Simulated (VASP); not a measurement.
# K4As (P4/mmm) in VASP: notebook

K4As is run at these levels: PBE; tasks: single point.

Everything below comes from runs of VASP 6.6.1. Logs are shortened: lines on timing, memory, paths and dates and some standing lists are left out, and cuts for length are marked.

## 1. The cell of the first run

The structure is tetragonal, space group P4/mmm (No. 123). The conventional cell has a = 5.637 Å, b = 5.637 Å, c = 8.115 Å, α = 90.00°, β = 90.00°, γ = 90.00°. K (site symmetry 2mm) has 2 As at 3.36 Å and 6 K at 3.65 to 4.47 Å within 4.5 Å. Within 4.4 Å of As (site symmetry 4/mmm) lie 8 K at 3.36 Å.

## 2. Single point, PBE (51.57 Å³/atom)

The input, INCAR:

```
ALGO = Normal ; EDIFF = 1E-6
ENCUT = 500 ; GGA = PE
GGA_COMPAT = F ; ISIF = 2
ISMEAR = 0 ; LASPH = T
LCHARG = F ; LREAL = F
LWAVE = F ; NBANDS = 28
NELM = 120 ; PREC = Accurate
SIGMA = 0.1
```

The input, KPOINTS:

```
k-points
0
Gamma
  8 8 6
```

The input, POSCAR:

```
K4As
1.0
    5.6371020009      0.0000000000      0.0000000000
    0.0000000000      5.6371020009      0.0000000000
    0.0000000000      0.0000000000      8.1146051920
K As
4 1
Direct
    0.5000000000      0.0000000000      0.2247628348
    0.0000000000      0.5000000000      0.7752371652
    0.5000000000      0.0000000000      0.7752371652
    0.0000000000      0.5000000000      0.2247628348
    0.0000000000      0.0000000000      0.0000000000
```

Potentials or basis: VASP PAW PBE potentials, release 64 (K_sv, As).

Run with:

```bash
> cat potpaw_PBE.64/K_sv/POTCAR potpaw_PBE.64/As/POTCAR > POTCAR
> mpirun -np 1 vasp_std > vasp.out
```

OUTCAR:

```text
EDIFF = 1E-6
   ENCUT = 500
   GGA = PE
   ISIF = 2
   ISMEAR = 0
   LASPH = T
   LREAL = F
   NELM = 120
   PREC = Accurate

 ion  position               nearest neighbor table
   1  0.500  0.000  0.225-   5 3.36   5 3.36   3 3.65
   2  0.000  0.500  0.775-   5 3.36   5 3.36   4 3.65
   3  0.500  0.000  0.775-   5 3.36   5 3.36   1 3.65
   4  0.000  0.500  0.225-   5 3.36   5 3.36   2 3.65
   5  0.000  0.000  0.000-   1 3.36   2 3.36   3 3.36   4 3.36   2 3.36   4 3.36   1 3.36   3 3.36

  LATTYP: Found a simple tetragonal cell.
 ALAT       =     5.6371020009
 C/A-ratio  =     1.4394994433

  Lattice vectors:

 A1 = (   5.6371020009,   0.0000000000,   0.0000000000)
 A2 = (   0.0000000000,   5.6371020009,   0.0000000000)
 A3 = (   0.0000000000,   0.0000000000,   8.1146051920)

Analysis of symmetry for initial positions (statically):
=====================================================================
 Subroutine PRICEL returns:
 Original cell was already a primitive cell.

 Routine SETGRP: Setting up the symmetry group for a
 simple tetragonal supercell.

 Subroutine GETGRP returns: Found 16 space group operations
 (whereof 16 operations were pure point group operations)
 out of a pool of 16 trial point group operations.

The static configuration has the point symmetry D_4h.

Analysis of symmetry for dynamics (positions and initial velocities):
=====================================================================
 Subroutine PRICEL returns:
 Original cell was already a primitive cell.

 Routine SETGRP: Setting up the symmetry group for a
 simple tetragonal supercell.

 Subroutine GETGRP returns: Found 16 space group operations
 (whereof 16 operations were pure point group operations)
 out of a pool of 16 trial point group operations.

The dynamic configuration has the point symmetry D_4h.

 Subroutine INISYM returns: Found 16 space group operations
 (whereof 16 operations are pure point group operations),
 and found     1 'primitive' translations

----------------------------------------------------------------------------------------

                                     Primitive cell

  volume of cell :     257.8572

  direct lattice vectors                    reciprocal lattice vectors
     5.637102001  0.000000000  0.000000000     0.177396116  0.000000000  0.000000000
     0.000000000  5.637102001  0.000000000     0.000000000  0.177396116  0.000000000
     0.000000000  0.000000000  8.114605192     0.000000000  0.000000000  0.123234585

  length of vectors
     5.637102001  5.637102001  8.114605192     0.177396116  0.177396116  0.123234585

  position of ions in fractional coordinates (direct lattice)
     0.500000000  0.000000000  0.224762835
     0.000000000  0.500000000  0.775237165
     0.500000000  0.000000000  0.775237165
     0.000000000  0.500000000  0.224762835
     0.000000000  0.000000000  0.000000000

  ion indices of the primitive-cell ions
   primitive index   ion index
                 1           1
                 2           2
                 3           3
                 4           4
                 5           5

----------------------------------------------------------------------------------------

 KPOINTS: k-points

Automatic generation of k-mesh.
 Grid dimensions read from file:
 generate k-points for:    8    8    6

 Generating k-lattice:

  Cartesian coordinates                     Fractional coordinates (reciprocal lattice)
     0.022174514  0.000000000  0.000000000     0.125000000  0.000000000  0.000000000
     0.000000000  0.022174514  0.000000000     0.000000000  0.125000000  0.000000000
     0.000000000  0.000000000  0.020539097     0.000000000  0.000000000  0.166666667

  Length of vectors
     0.022174514  0.022174514  0.020539097

  Shift w.r.t. Gamma in fractional coordinates (k-lattice)
     0.000000000  0.000000000  0.000000000

 Subroutine IBZKPT returns following result:
 ===========================================

 Found     60 irreducible k-points:

 Following reciprocal coordinates:
            Coordinates               Weight
  0.000000  0.000000  0.000000      1.000000
  0.125000  0.000000  0.000000      4.000000
  0.250000  0.000000  0.000000      4.000000
  0.375000  0.000000  0.000000      4.000000
  0.500000  0.000000  0.000000      2.000000
  0.125000  0.125000  0.000000      4.000000
[... 16 lines left out ...]
  0.375000  0.125000  0.166667     16.000000
  0.500000  0.125000  0.166667      8.000000
 [... further k-points ...]
   k-points           NKPTS =     60   k-points in BZ     NKDIM =     60   number of bands    NBANDS=     28
   number of dos      NEDOS =    301   number of ions     NIONS =      5
   total plane-waves  NPLWV = 105840
   dimension x,y,z NGX =    42 NGY =   42 NGZ =   60
   dimension x,y,z NGXF=    84 NGYF=   84 NGZF=  120
   ions per type =               4   1
   NGX,Y,Z   is equivalent  to a cutoff of  12.39, 12.39, 12.29 a.u.
   NGXF,Y,Z  is equivalent  to a cutoff of  24.77, 24.77, 24.58 a.u.
 SYSTEM =  unknown system
   PREC   = accura    normal or accurate (medium, high low for compatibility)
   ISTART =      0    job   : 0-new  1-cont  2-samecut
   ICHARG =      2    charge: 1-file 2-atom 10-const
   ISPIN  =      1    spin polarized calculation?
   LNONCOLLINEAR =      F non collinear calculations
   LSORBIT =      F    spin-orbit coupling
   LASPH  =      T    aspherical Exc in radial PAW
   ENCUT  =  500.0 eV  36.75 Ry    6.06 a.u.  10.28 10.28 14.79*2*pi/ulx,y,z
   NELM   =    120;   NELMIN=  2; NELMDL= -5     # of ELM steps
   EDIFF  = 0.1E-05   stopping-criterion for ELM
   LREAL  =      F    real-space projection
[... 7 lines left out ...]
   TEBEG  =    0.0;   TEEND  =   0.0 temperature during run
   PSTRESS=    0.0 pullay stress
   NELECT =      41.0000    total number of electrons
   NUPDOWN=      -1.0000    fix difference up-down
   EMIN   =  10.00;   EMAX   =-10.00  energy-range for DOS
   EFERMI =   0.00;   METHOD = LEGACY
   ISMEAR =     0;   SIGMA  =   0.10  broadening in eV -4-tet -1-fermi 0-gaus
   EFERMI_NEDOS =   21; number of points for ismear=-14 and -15
   IALGO  =     38    algorithm
   IMIX   =      4    mixing-type and parameters
     AMIX     =   0.40;   BMIX     =  1.00
     AMIX_MAG =   1.60;   BMIX_MAG =  1.00
  volume/ion in A,a.u.               =      51.57       348.02
  Fermi-wavevector in a.u.,A,eV,Ry     =   0.886904  1.676005 10.702314  0.786598
  Thomas-Fermi vector in A             =   2.008131
   LORBIT       =      0    0 simple, 1 ext, 2 COOP (PROOUT), +10 PAW based schemes
   GGA     = PE    functional components
   LHFCALC =     F    Hartree Fock is set to
   AEXX    =    0.0000 exact exchange contribution
   IVDW    =     0    specifies the selected vdW correction
   LEPSILON=     F    determine dielectric tensor
   LRPA    =     F    only Hartree local field effects (RPA)
 non-spin polarized calculation
 Gauss-broadening in eV      SIGMA  =   0.10
  energy-cutoff  :      500.00
  volume of cell :      257.86
 maximum number of plane-waves:      6588
 NGX is ok and might be reduce to    42
   NGX = 21   NGY = 21   NGZ = 29

 number of electron      41.0000010 magnetization

 Free energy of the ion-electron system (eV)
  ---------------------------------------------------
  ext. energy  EPLUGINS =         0.00000000
  ---------------------------------------------------
  free energy    TOTEN  =        -9.89339133 eV

  energy without entropy =       -9.87551272  energy(sigma->0) =       -9.88445202

 E-fermi :   0.3214     XC(G=0):  -6.3241

 val. band max:        0.3139538771   @ k =   0.2500   0.1250   0.5000
 cond. band min:       0.3245228270   @ k =   0.3750   0.1250   0.3333
 fundamental gap:      0.0105689499
 Fermi energy:         0.3214305538

 k-point     1 :       0.0000    0.0000    0.0000
  band No.  band energies     occupation
      1     -31.1629      2.00000
      2     -31.1459      2.00000
      3     -31.1397      2.00000
      4     -31.1236      2.00000
      5     -14.8017      2.00000
      6     -14.7711      2.00000
[... 20 lines left out ...]
     27       3.3719      0.00000
     28       3.7053      0.00000

 k-point     2 :       0.1250    0.0000    0.0000
  band No.  band energies     occupation
      1     -31.1620      2.00000
      2     -31.1451      2.00000
      3     -31.1406      2.00000
      4     -31.1245      2.00000
      5     -14.7991      2.00000
      6     -14.7681      2.00000
[... 20 lines left out ...]
     27       3.6731      0.00000
     28       3.8224      0.00000

 k-point     3 :       0.2500    0.0000    0.0000
  band No.  band energies     occupation
      1     -31.1594      2.00000
      2     -31.1431      2.00000
      3     -31.1426      2.00000
      4     -31.1269      2.00000
      5     -14.7917      2.00000
      6     -14.7605      2.00000
[... 20 lines left out ...]
     27       3.6305      0.00000
     28       3.9274      0.00000

 k-point     4 :       0.3750    0.0000    0.0000
  band No.  band energies     occupation
      1     -31.1557      2.00000
      2     -31.1468      2.00000
      3     -31.1390      2.00000
      4     -31.1305      2.00000
      5     -14.7809      2.00000
      6     -14.7573      2.00000
[... 578 lines left out ...]
     27       3.8180      0.00000
     28       4.2467      0.00000

 k-point    23 :       0.3750    0.1250    0.1667
  band No.  band energies     occupation
      1     -31.1550      2.00000
      2     -31.1468      2.00000
      3     -31.1390      2.00000
      4     -31.1311      2.00000
      5     -14.7810      2.00000
      6     -14.7727      2.00000
[... 20 lines left out ...]
     27       3.8018      0.00000
     28       3.9479      0.00000

 k-point    24 :       0.5000    0.1250    0.1667
  band No.  band energies     occupation
      1     -31.1509      2.00000
      2     -31.1509      2.00000
      3     -31.1350      2.00000
      4     -31.1350      2.00000
      5     -14.7795      2.00000
      6     -14.7634      2.00000
[... 20 lines left out ...]
     27       3.6878      0.00000
     28       3.8105      0.00000

 [... further k-points ...]
[... 5 lines left out ...]
  --------------------------------------------------------------------------------------
  -------------------------------------------------------------------------------------
  Total        0.6116765      0.6116765      0.5602397      0.0000000      0.0000000     -0.0000000
  in kB        3.8006092      3.8006092      3.4810102      0.0000000      0.0000000     -0.0000000
  external PRESSURE =       3.6940762 kB  Pullay stress =       0.0000000 kB

 VOLUME and BASIS-vectors are now :
 -----------------------------------------------------------------------------
  energy-cutoff  :      500.00
  volume of cell :      257.86
      direct lattice vectors                 reciprocal lattice vectors
     5.637102001  0.000000000  0.000000000     0.177396116  0.000000000  0.000000000
     0.000000000  5.637102001  0.000000000     0.000000000  0.177396116  0.000000000
     0.000000000  0.000000000  8.114605192     0.000000000  0.000000000  0.123234585

 POSITION                                       TOTAL-FORCE (eV/Angst)
 -----------------------------------------------------------------------------------
      2.81855      0.00000      1.82386         0.000000     -0.000000      0.002328
      0.00000      2.81855      6.29074         0.000000      0.000000     -0.002328
      2.81855      0.00000      6.29074         0.000000      0.000000     -0.002328
      0.00000      2.81855      1.82386         0.000000      0.000000      0.002328
      0.00000      0.00000      0.00000         0.000000      0.000000     -0.000000
 -----------------------------------------------------------------------------------
    total drift:                                0.000000      0.000000     -0.000000

  FREE ENERGIE OF THE ION-ELECTRON SYSTEM (eV)
  ---------------------------------------------------
  free  energy   TOTEN  =        -9.8933913278 eV

  energy  without entropy=       -9.8755127204  energy(sigma->0) =       -9.88445202
```

It took 3.2 min on 1 thread of Intel Xeon 6975P-C (Granite Rapids), shared host; peak memory 0.51 GiB.

Results:

| Item | Value |
| --- | --- |
| Free energy | -9.8934 eV |
| Pressure | 0.4 GPa |
| Band gap on the k mesh | zero (an odd number of electrons rules out a gap without spin polarisation) |

Forces on the atoms (eV/Å):
```
K    0.000  0.000  0.002
K    0.000  0.000 -0.002
K    0.000  0.000 -0.002
K    0.000  0.000  0.002
As   0.000  0.000  0.000
```

## 3. Single point, PBE (53.22 Å³/atom)

This run uses another cell than the first one, of 53.22 Å³/atom.

The input, INCAR:

```
PREC     = Accurate       # precision mode
ENCUT    = 500            # plane-wave cutoff, eV
EDIFF    = 1E-6           # SCF threshold, eV
ISMEAR   = 0              # smearing method
SIGMA    = 0.1            # smearing width, eV
LREAL    = False          # projectors in reciprocal space
LASPH    = True           # aspherical terms in the spheres
NELM     = 120            # most SCF steps
ALGO     = Normal         # electronic algorithm
ISIF     = 2              # what is computed and relaxed
LWAVE    = False          # write WAVECAR
LCHARG   = False          # write CHGCAR
GGA      = PE             # functional
NBANDS   = 28             # bands
GGA_COMPAT= False
```

The input, KPOINTS:

```
Automatic mesh
0
Gamma
  8 8 6
```

The input, POSCAR:

```
K4As
1.0
    5.6790797272      0.0000000000      0.0000000000
    0.0000000000      5.6790797272      0.0000000000
    0.0000000000      0.0000000000      8.2502504094
K As
4 1
Direct
    0.5000000000      0.0000000000      0.2215090583
    0.0000000000      0.5000000000      0.7784909417
    0.5000000000      0.0000000000      0.7784909417
    0.0000000000      0.5000000000      0.2215090583
    0.0000000000      0.0000000000      0.0000000000
```

Potentials or basis: VASP PAW PBE potentials, release 64 (K_sv, As).

Run with:

```bash
> cat potpaw_PBE.64/K_sv/POTCAR potpaw_PBE.64/As/POTCAR > POTCAR
> mpirun -np 1 vasp_std > vasp.out
```

Run time: 3.2 min. Hardware: 1 thread of Intel Xeon 6975P-C (Granite Rapids), shared host; peak memory 0.52 GiB.

It converged, with:

| Property | Result |
| --- | --- |
| Free energy | -9.9072 eV |
| Pressure | 0.2 GPa |
| Band gap on the k mesh | zero (an odd number of electrons rules out a gap without spin polarisation) |

Forces on the atoms (eV/Å):
```
K    0.000  0.000  0.003
K    0.000  0.000 -0.003
K    0.000  0.000 -0.003
K    0.000  0.000  0.003
As   0.000  0.000  0.000
```

Levels at points of the mesh, in eV from the Fermi level:
```csv
k point,band 18,band 19,band 20,band 21,band 22,band 23,band 24,band 25
"(0.00, 0.00, 0.00)",-1.26,-1.25,-0.59,-0.59,1.05,1.52,2.89,2.92
"(0.50, 0.00, 0.00)",-1.48,-0.82,-0.55,0.17,0.23,1.70,2.12,2.87
"(0.50, 0.50, 0.00)",-1.19,-1.19,-0.46,0.59,1.19,1.39,1.59,1.59
"(0.00, 0.00, 0.50)",-1.74,-0.59,-0.59,-0.09,-0.07,2.28,2.63,2.95
"(0.50, 0.00, 0.50)",-1.34,-1.04,-0.55,-0.12,0.91,1.58,2.27,3.25
"(0.50, 0.50, 0.50)",-1.11,-1.11,-0.55,0.77,1.02,1.17,1.17,1.65
```

## 4. Single point, PBE (56.51 Å³/atom)

This run uses another cell than the first one, of 56.51 Å³/atom.

The input, INCAR:

```
SYSTEM = K4As
PREC = Accurate ; ENCUT = 500
EDIFF = 1E-6 ; ISMEAR = 0
SIGMA = 0.1 ; LREAL = .FALSE.
LASPH = .TRUE. ; NELM = 120
ALGO = Normal ; ISIF = 2
LWAVE = .FALSE. ; LCHARG = .TRUE.
GGA = PE ; LELF = .TRUE.
LVHAR = .TRUE. ; NBANDS = 28
GGA_COMPAT = .FALSE.
```

The input, KPOINTS:

```
Automatic mesh
0
G
  8 8 6
  0 0 0
```

The input, POSCAR:

```
K4As
1.0
    5.7600094520      0.0000000000      0.0000000000
    0.0000000000      5.7600094520      0.0000000000
    0.0000000000      0.0000000000      8.5161275995
K As
4 1
Direct
    0.5000000000      0.0000000000      0.2149346063
    0.0000000000      0.5000000000      0.7850653937
    0.5000000000      0.0000000000      0.7850653937
    0.0000000000      0.5000000000      0.2149346063
    0.0000000000      0.0000000000      0.0000000000
```

Run with:

```bash
> cat potpaw_PBE.64/K_sv/POTCAR potpaw_PBE.64/As/POTCAR > POTCAR
> mpirun -np 1 vasp_std > vasp.out
```

It took 4.5 min on 1 thread of Intel Xeon 6975P-C (Granite Rapids), shared host; peak memory 0.55 GiB.

It converged, with:

* Free energy: -9.9080 eV
* Pressure: -0.1 GPa
* Largest force: 0.006 eV/Å
* Band gap on the k mesh: zero (an odd number of electrons rules out a gap without spin polarisation)

Forces on the atoms (eV/Å):
```
K    0.000  0.000  0.006
K    0.000  0.000 -0.006
K    0.000  0.000 -0.006
K    0.000  0.000  0.006
As   0.000  0.000  0.000
```

Levels at points of the mesh, in eV from the Fermi level:
| k point | band 18 | band 19 | band 20 | band 21 | band 22 | band 23 | band 24 | band 25 |
| --- | --- | --- | --- | --- | --- | --- | --- | --- |
| (0.00, 0.00, 0.00) | -1.25 | -1.23 | -0.62 | -0.62 | 0.97 | 1.40 | 2.83 | 2.91 |
| (0.50, 0.00, 0.00) | -1.47 | -0.83 | -0.57 | 0.18 | 0.24 | 1.54 | 2.04 | 2.80 |
| (0.50, 0.50, 0.00) | -1.19 | -1.19 | -0.48 | 0.58 | 1.23 | 1.39 | 1.53 | 1.53 |
| (0.00, 0.00, 0.50) | -1.68 | -0.62 | -0.62 | -0.17 | -0.10 | 2.22 | 2.52 | 2.94 |
| (0.50, 0.00, 0.50) | -1.36 | -1.02 | -0.57 | -0.10 | 0.88 | 1.46 | 2.04 | 3.15 |
| (0.50, 0.50, 0.50) | -1.13 | -1.13 | -0.56 | 0.80 | 0.95 | 1.15 | 1.15 | 1.68 |

## 5. Overview

| cell | gap on the mesh (eV) | pressure (GPa) |
| --- | --- | --- |
| a = 5.637, b = 5.637, c = 8.115 Å, 5 atoms, atomic positions A | none | 0.4 |
| a = 5.679, b = 5.679, c = 8.250 Å, 5 atoms, atomic positions B | none | 0.2 |
| a = 5.760, b = 5.760, c = 8.516 Å, 5 atoms, atomic positions C | none | -0.1 |

Alike in all rows: task single point; level PBE; potentials or basis VASP PAW PBE potentials, release 64 (K_sv, As); no spin polarisation; k mesh 8 × 8 × 6; cutoff (eV) 500; smearing gaussian 0.1 eV.

Total energies depend on the potentials used, so only differences within one code and one set of settings carry meaning.
